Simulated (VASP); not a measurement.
# Ti (P6_3/mmc) in VASP: a series of runs

The runs below take Ti through single point, relaxation of shape and atoms at fixed volume, with PBEsol.

Everything below comes from runs of VASP 6.6.1. Logs are shortened: lines on timing, memory, paths and dates and some standing lists are left out, and cuts for length are marked.

### Step 1. The cell of the first run

Symmetry: P6_3/mmc, No. 194, hexagonal system. The conventional cell has a = 2.776 Å, b = 2.776 Å, c = 4.410 Å, α = 90.00°, β = 90.00°, γ = 120.00°. Within 3.6 Å of Ti (site symmetry -6m2) lie 12 Ti at 2.73 to 2.78 Å.

### Step 2. Single point, PBEsol (volume scaled by 0.88, then relaxed in part)

INCAR

```
PREC     = Accurate       # precision mode
ENCUT    = 520            # plane-wave cutoff, eV
EDIFF    = 1E-7           # SCF threshold, eV
ISMEAR   = 0              # smearing method
SIGMA    = 0.1            # smearing width, eV
LREAL    = False          # projectors in reciprocal space
LASPH    = True           # aspherical terms in the spheres
NELM     = 60             # most SCF steps
ALGO     = Normal         # electronic algorithm
ISIF     = 2              # what is computed and relaxed
LWAVE    = False          # write WAVECAR
LCHARG   = False          # write CHGCAR
GGA      = PS             # functional
NBANDS   = 19             # bands
```

KPOINTS

```
regular mesh
0
Gamma
  18 18 10
```

POSCAR

```
Ti
1.0
    2.7762246035      0.0000000000      0.0000000000
   -1.3881123017      2.4042810332      0.0000000000
    0.0000000000      0.0000000000      4.4097282011
Ti
2
Direct
    0.3333333333      0.6666666667      0.2500000000
    0.6666666667      0.3333333333      0.7500000000
```

Potentials or basis: VASP PAW PBE potentials, release 64 (Ti_sv).

On the command line:

```
> cat potpaw_PBE.64/Ti_sv/POTCAR > POTCAR
> mpirun -np 1 vasp_std > vasp.out
```

OUTCAR:

```text
PREC = Accurate
   ENCUT = 520
   EDIFF = 1E-7
   ISMEAR = 0
   LREAL = False
   LASPH = True
   NELM = 60
   ISIF = 2
   GGA = PS

 ion  position               nearest neighbor table
   1  0.333  0.667  0.250-   2 2.73   2 2.73   2 2.73   2 2.73   2 2.73   2 2.73
   2  0.667  0.333  0.750-   1 2.73   1 2.73   1 2.73   1 2.73   1 2.73   1 2.73

  LATTYP: Found a hexagonal cell.
 ALAT       =     2.7762246035
 C/A-ratio  =     1.5883902893

  Lattice vectors:

 A1 = (   2.7762246035,   0.0000000000,   0.0000000000)
 A2 = (  -1.3881123017,   2.4042810332,   0.0000000000)
 A3 = (   0.0000000000,   0.0000000000,   4.4097282011)

Analysis of symmetry for initial positions (statically):
=====================================================================
 Subroutine PRICEL returns:
 Original cell was already a primitive cell.

 Routine SETGRP: Setting up the symmetry group for a
 hexagonal supercell.

 Subroutine GETGRP returns: Found 24 space group operations
 (whereof 12 operations were pure point group operations)
 out of a pool of 24 trial point group operations.

The static configuration has the point symmetry D_3d.
 The point group associated with its full space group is D_6h.

Analysis of symmetry for dynamics (positions and initial velocities):
=====================================================================
 Subroutine PRICEL returns:
 Original cell was already a primitive cell.

 Routine SETGRP: Setting up the symmetry group for a
 hexagonal supercell.

 Subroutine GETGRP returns: Found 24 space group operations
 (whereof 12 operations were pure point group operations)
 out of a pool of 24 trial point group operations.

The dynamic configuration has the point symmetry D_3d.
 The point group associated with its full space group is D_6h.

 Subroutine INISYM returns: Found 24 space group operations
 (whereof 12 operations are pure point group operations),
 and found     1 'primitive' translations

----------------------------------------------------------------------------------------

                                     Primitive cell

  volume of cell :      29.4342

  direct lattice vectors                    reciprocal lattice vectors
     2.776224604  0.000000000  0.000000000     0.360201404  0.207962378  0.000000000
    -1.388112302  2.404281033  0.000000000     0.000000000  0.415924755  0.000000000
     0.000000000  0.000000000  4.409728201     0.000000000  0.000000000  0.226771346

  length of vectors
     2.776224604  2.776224603  4.409728201     0.415924755  0.415924755  0.226771346

  position of ions in fractional coordinates (direct lattice)
     0.333333333  0.666666667  0.250000000
     0.666666667  0.333333333  0.750000000

  ion indices of the primitive-cell ions
   primitive index   ion index
                 1           1
                 2           2

----------------------------------------------------------------------------------------

 KPOINTS: regular mesh

Automatic generation of k-mesh.
 Grid dimensions read from file:
 generate k-points for:   18   18   10

 Generating k-lattice:

  Cartesian coordinates                     Fractional coordinates (reciprocal lattice)
     0.020011189  0.011553465  0.000000000     0.055555556 -0.000000000  0.000000000
     0.000000000  0.023106931  0.000000000     0.000000000  0.055555556  0.000000000
     0.000000000  0.000000000  0.022677135     0.000000000  0.000000000  0.100000000

  Length of vectors
     0.023106931  0.023106931  0.022677135

  Shift w.r.t. Gamma in fractional coordinates (k-lattice)
     0.000000000  0.000000000  0.000000000

 Subroutine IBZKPT returns following result:
 ===========================================

 Found    222 irreducible k-points:

 Following reciprocal coordinates:
            Coordinates               Weight
  0.000000  0.000000  0.000000      1.000000
  0.055556 -0.000000  0.000000      6.000000
  0.111111 -0.000000  0.000000      6.000000
  0.166667 -0.000000  0.000000      6.000000
  0.222222 -0.000000  0.000000      6.000000
  0.277778 -0.000000  0.000000      6.000000
[... 16 lines left out ...]
  0.333333  0.111111  0.000000     12.000000
  0.388889  0.111111  0.000000     12.000000
 [... further k-points ...]
   k-points           NKPTS =    222   k-points in BZ     NKDIM =    222   number of bands    NBANDS=     19
   number of dos      NEDOS =    301   number of ions     NIONS =      2
   total plane-waves  NPLWV =  20736
   dimension x,y,z NGX =    24 NGY =   24 NGZ =   36
   dimension x,y,z NGXF=    48 NGYF=   48 NGZF=   72
   ions per type =               2
   NGX,Y,Z   is equivalent  to a cutoff of  14.37, 14.37, 13.57 a.u.
   NGXF,Y,Z  is equivalent  to a cutoff of  28.74, 28.74, 27.14 a.u.
 SYSTEM =  unknown system
   PREC   = accura    normal or accurate (medium, high low for compatibility)
   ISTART =      0    job   : 0-new  1-cont  2-samecut
   ICHARG =      2    charge: 1-file 2-atom 10-const
   ISPIN  =      1    spin polarized calculation?
   LNONCOLLINEAR =      F non collinear calculations
   LSORBIT =      F    spin-orbit coupling
   LASPH  =      T    aspherical Exc in radial PAW
   ENCUT  =  520.0 eV  38.22 Ry    6.18 a.u.   5.16  5.16  8.20*2*pi/ulx,y,z
   NELM   =     60;   NELMIN=  2; NELMDL= -5     # of ELM steps
   EDIFF  = 0.1E-06   stopping-criterion for ELM
   LREAL  =      F    real-space projection
   EDIFFG = 0.1E-05   stopping-criterion for IOM
   NSW    =      0    number of steps for IOM
   IBRION =     -1    ionic relax: 0-MD 1-quasi-New 2-CG
   NFREE  =      0    steps in history (QN), initial steepest desc. (CG)
   ISIF   =      2    stress and relaxation
   ISYM   =      2    0-nonsym 1-usesym 2-fastsym
   POTIM  = 0.5000    time-step for ionic-motion
   TEBEG  =    0.0;   TEEND  =   0.0 temperature during run
   PSTRESS=    0.0 pullay stress
   NELECT =      24.0000    total number of electrons
   NUPDOWN=      -1.0000    fix difference up-down
   EMIN   =  10.00;   EMAX   =-10.00  energy-range for DOS
   EFERMI =   0.00;   METHOD = LEGACY
   ISMEAR =     0;   SIGMA  =   0.10  broadening in eV -4-tet -1-fermi 0-gaus
   EFERMI_NEDOS =   21; number of points for ismear=-14 and -15
   IALGO  =     38    algorithm
   IMIX   =      4    mixing-type and parameters
     AMIX     =   0.40;   BMIX     =  1.00
     AMIX_MAG =   1.60;   BMIX_MAG =  1.00
  volume/ion in A,a.u.               =      14.72        99.32
  Fermi-wavevector in a.u.,A,eV,Ry     =   1.529424  2.890193 31.825920  2.339139
  Thomas-Fermi vector in A             =   2.637047
   LORBIT       =      0    0 simple, 1 ext, 2 COOP (PROOUT), +10 PAW based schemes
   GGA     = PS    functional components
   LHFCALC =     F    Hartree Fock is set to
   AEXX    =    0.0000 exact exchange contribution
   IVDW    =     0    specifies the selected vdW correction
   LEPSILON=     F    determine dielectric tensor
   LRPA    =     F    only Hartree local field effects (RPA)
 non-spin polarized calculation
 Gauss-broadening in eV      SIGMA  =   0.10
  energy-cutoff  :      520.00
  volume of cell :       29.43
 maximum number of plane-waves:       808
 NGX is ok and might be reduce to    24
   NGX = 11   NGY = 11   NGZ = 17

 number of electron      23.9999992 magnetization

 Free energy of the ion-electron system (eV)
  ---------------------------------------------------
  ext. energy  EPLUGINS =         0.00000000
  ---------------------------------------------------
  free energy    TOTEN  =       -16.47578685 eV

  energy without entropy =      -16.46627562  energy(sigma->0) =      -16.47103123

 E-fermi :  10.0772     XC(G=0): -12.4516

 val. band max:       10.0768521463   @ k =   0.3333   0.2778   0.4000
 cond. band min:      10.0831440685   @ k =   0.1111   0.0556   0.1000
 fundamental gap:      0.0062919222
 Fermi energy:        10.0771799995

 k-point     1 :       0.0000    0.0000    0.0000
  band No.  band energies     occupation
      1     -46.3133      2.00000
      2     -46.0475      2.00000
      3     -23.2287      2.00000
      4     -22.1596      2.00000
      5     -22.1596      2.00000
      6     -22.0259      2.00000
[... 11 lines left out ...]
     18      12.0042      0.00000
     19      13.9106      0.00000

 k-point     2 :       0.0556   -0.0000    0.0000
  band No.  band energies     occupation
      1     -46.3073      2.00000
      2     -46.0451      2.00000
      3     -23.2171      2.00000
      4     -22.1845      2.00000
      5     -22.1678      2.00000
      6     -22.0306      2.00000
[... 11 lines left out ...]
     18      11.9404      0.00000
     19      13.9467      0.00000

 k-point     3 :       0.1111   -0.0000    0.0000
  band No.  band energies     occupation
      1     -46.2898      2.00000
      2     -46.0380      2.00000
      3     -23.1829      2.00000
      4     -22.2560      2.00000
      5     -22.1910      2.00000
      6     -22.0957      2.00000
[... 11 lines left out ...]
     18      11.8212      0.00000
     19      14.0366      0.00000

 k-point     4 :       0.1667   -0.0000    0.0000
  band No.  band energies     occupation
      1     -46.2624      2.00000
      2     -46.0277      2.00000
      3     -23.1282      2.00000
      4     -22.3662      2.00000
      5     -22.2253      2.00000
      6     -22.2054      2.00000
[... 11 lines left out ...]
     18      12.1431      0.00000
     19      14.1456      0.00000

 k-point     5 :       0.2222   -0.0000    0.0000
  band No.  band energies     occupation
      1     -46.2278      2.00000
      2     -46.0160      2.00000
      3     -23.0565      2.00000
      4     -22.5021      2.00000
      5     -22.3357      2.00000
      6     -22.2660      2.00000
[... 11 lines left out ...]
     18      12.5608      0.00000
     19      14.2478      0.00000
[... 334 lines left out ...]
      2     -46.0020      2.00000
      3     -22.9455      2.00000
      4     -22.6411      2.00000
      5     -22.5369      2.00000
      6     -22.3056      2.00000
[... 11 lines left out ...]
     18      13.4839      0.00000
     19      14.2595      0.00000

 k-point    22 :       0.2778    0.1111    0.0000
  band No.  band energies     occupation
      1     -46.1394      2.00000
      2     -45.9952      2.00000
      3     -22.8580      2.00000
      4     -22.7683      2.00000
      5     -22.6214      2.00000
      6     -22.3662      2.00000
[... 11 lines left out ...]
     18      14.0880      0.00000
     19      14.2990      0.00000

 k-point    23 :       0.3333    0.1111    0.0000
  band No.  band energies     occupation
      1     -46.1058      2.00000
      2     -45.9927      2.00000
      3     -22.8716      2.00000
      4     -22.7730      2.00000
      5     -22.6892      2.00000
      6     -22.4152      2.00000
[... 11 lines left out ...]
     18      14.3252      0.00000
     19      14.7106      0.00000

 k-point    24 :       0.3889    0.1111    0.0000
  band No.  band energies     occupation
      1     -46.0809      2.00000
      2     -45.9940      2.00000
      3     -22.9386      2.00000
      4     -22.7333      2.00000
      5     -22.7042      2.00000
      6     -22.4467      2.00000
[... 11 lines left out ...]
     18      14.3395      0.00000
     19      15.3284      0.00000

 [... further k-points ...]
[... 5 lines left out ...]
  --------------------------------------------------------------------------------------
  -------------------------------------------------------------------------------------
  Total        3.3831801      3.3831801      3.3986337      0.0000000      0.0000000      0.0000000
  in kB      184.1552252    184.1552251    184.9964034      0.0000000      0.0000000      0.0000000
  external PRESSURE =     184.4356179 kB  Pullay stress =       0.0000000 kB

 VOLUME and BASIS-vectors are now :
 -----------------------------------------------------------------------------
  energy-cutoff  :      520.00
  volume of cell :       29.43
      direct lattice vectors                 reciprocal lattice vectors
     2.776224604  0.000000000  0.000000000     0.360201404  0.207962378  0.000000000
    -1.388112302  2.404281033  0.000000000     0.000000000  0.415924755  0.000000000
     0.000000000  0.000000000  4.409728201     0.000000000  0.000000000  0.226771346

 POSITION                                       TOTAL-FORCE (eV/Angst)
 -----------------------------------------------------------------------------------
     -0.00000      1.60285      1.10243         0.000000      0.000000      0.000000
      1.38811      0.80143      3.30730        -0.000000     -0.000000      0.000000
 -----------------------------------------------------------------------------------
    total drift:                               -0.000000      0.000000     -0.000000

  FREE ENERGIE OF THE ION-ELECTRON SYSTEM (eV)
  ---------------------------------------------------
  free  energy   TOTEN  =       -16.4757868503 eV

  energy  without entropy=      -16.4662756152  energy(sigma->0) =      -16.47103123
```

Run time: 52 s. Hardware: 1 thread of Intel Xeon 6975P-C (Granite Rapids), shared host; peak memory 0.22 GiB.

Results:

```
Free energy            : -16.4758 eV
Pressure               : 18.4 GPa
Band gap on the k mesh : zero (band 12 reaches 11.00 eV, above the bottom of band 13 at 9.77 eV)
```

Stress tensor (GPa, compression positive):
```
18.42  0.00  0.00
 0.00 18.42  0.00
 0.00  0.00 18.50
```

Caveat: the PAW data sets were made with another functional, which shifts forces and pressure a little.

[end of part 1 of 2]
